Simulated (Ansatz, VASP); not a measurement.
ZrS in VASP and in Ansatz

INCAR

```
PREC = Accurate ; ENCUT = 520
EDIFF = 1E-7 ; ISMEAR = 0
SIGMA = 0.15 ; LREAL = F
LASPH = T ; NELM = 100
ALGO = Normal ; ISIF = 2
LWAVE = F ; LCHARG = F
GGA = CA ; NBANDS = 16
```

Contents of KPOINTS:

```
regular mesh
0
Gamma
  16 16 16
```

Contents of POSCAR:

```
ZrS
1.0
    0.0000000000      2.5671447261      2.5671447261
    2.5671447261      0.0000000000      2.5671447261
    2.5671447261      2.5671447261      0.0000000000
Zr S
1 1
Direct
    0.0000000000      0.0000000000      0.0000000000
    0.5000000000      0.5000000000      0.5000000000
```

Input for Ansatz:

```yaml
crystal:
  lattice:
    - [0.0, 2.5671447261, 2.5671447261]
    - [2.5671447261, 0.0, 2.5671447261]
    - [2.5671447261, 2.5671447261, 0.0]
  atoms:
    - { symbol: Zr, position: [0.0, 0.0, 0.0] }
    - { symbol: S, position: [0.5, 0.5, 0.5] }
basis:
  ecutwfc: 420
kpoints:
  mp_grid: { grid: [16, 16, 16] }
hamiltonian:
  xc: lda
  pseudopotentials: { kind: paw, azcp: { folder: soft_1 } }
scf:
  occupations: { method: gaussian, width: 0.15 }
output:
  forces: true
  stress: true
  eigenvalues: true
  write_density: true
  write_potential: true
  elf: true
  volumetric_format: npy
```

Alike in both runs: task single point; functional LDA; k mesh 16 × 16 × 16; occupations gaussian, width 0.15 eV; no spin polarisation.

|  | VASP | Ansatz |
| --- | --- | --- |
| version | VASP 6.6.1 | Ansatz 0.2.0 |
| potentials or method | VASP PAW LDA potentials, release 64 (Zr_sv, S), cutoff 520 eV | scalar-relativistic, plane waves, PAW |
| valence electrons in the cell | 18 | 18 |

```tsv
	VASP	Ansatz	Ansatz less VASP
gap on the k mesh at the Fermi level (eV)	none	none	-
pressure (GPa)	0.2	0.0	-0.20
```

Ansatz warns that its potentials were made for another functional, while VASP's fit it. LDA's correlation is that of Perdew and Zunger in VASP and of Perdew and Wang (1992) in Ansatz. A gap of «none» marks a metal or a gap that the smearing closes.
